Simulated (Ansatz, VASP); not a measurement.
# MgO: VASP beside Ansatz

INCAR

```
PREC     = Accurate       # precision mode
ENCUT    = 520            # plane-wave cutoff, eV
EDIFF    = 1E-7           # SCF threshold, eV
ISMEAR   = 0              # smearing method
SIGMA    = 0.05           # smearing width, eV
LREAL    = F              # projectors in reciprocal space
LASPH    = T              # aspherical terms in the spheres
NELM     = 100            # most SCF steps
ALGO     = Normal         # electronic algorithm
ISIF     = 2              # what is computed and relaxed
LWAVE    = F              # write WAVECAR
LCHARG   = F              # write CHGCAR
GGA      = PS             # functional
NBANDS   = 11             # bands
```

File KPOINTS:

```
regular mesh
0
Gamma
  10 10 10
```

The input POSCAR:

```
MgO
1.0
    0.0000000000      2.0785798580      2.0785798580
    2.0785798580      0.0000000000      2.0785798580
    2.0785798580      2.0785798580      0.0000000000
Mg O
1 1
Direct
    0.0000000000      0.0000000000      0.0000000000
    0.5000000000      0.5000000000      0.5000000000
```

Input for Ansatz:

```yaml
crystal:
  lattice:
    - [0.0, 2.078579858, 2.078579858]
    - [2.078579858, 0.0, 2.078579858]
    - [2.078579858, 2.078579858, 0.0]
  atoms:
    - { symbol: Mg, position: [0.0, 0.0, 0.0] }
    - { symbol: O, position: [0.5, 0.5, 0.5] }
basis:
  ecutwfc: 420
  ecutrho_ratio: 4
kpoints:
  mp_grid: { grid: [10, 10, 10] }
hamiltonian:
  xc: pbesol
scf:
  occupations: { method: gaussian, width: 0.05 }
output:
  forces: true
  stress: true
  eigenvalues: true
```

Alike in both runs: task single point; functional PBEsol; k mesh 10 × 10 × 10; occupations gaussian, width 0.05 eV; no spin polarisation.

|  | VASP | Ansatz |
| --- | --- | --- |
| version | VASP 6.6.1 | Ansatz 0.2.0 |
| potentials or method | VASP PAW PBE potentials, release 64 (Mg, O), cutoff 520 eV | scalar-relativistic, plane waves, PAW |
| valence electrons in the cell | 8 | 16 |

VASP gave:

| Item | Value |
| --- | --- |
| gap on the k mesh at the Fermi level (eV) | 5.02 |
| least direct gap on the mesh (eV) | 5.02 |
| pressure (GPa) | 6.6 |

Q: Which values does Ansatz return?

A: gap on the k mesh at the Fermi level (eV): 5.02; least direct gap on the mesh (eV): 5.02; pressure (GPa): 7.0.

VASP's potentials were made for PBE, not for PBEsol. The functional is the same, so the differences come from potentials, cutoffs and numerics. VASP's potentials hold 8 valence electrons a cell and Ansatz's 16, so a difference there can come from the potentials and not from the codes.
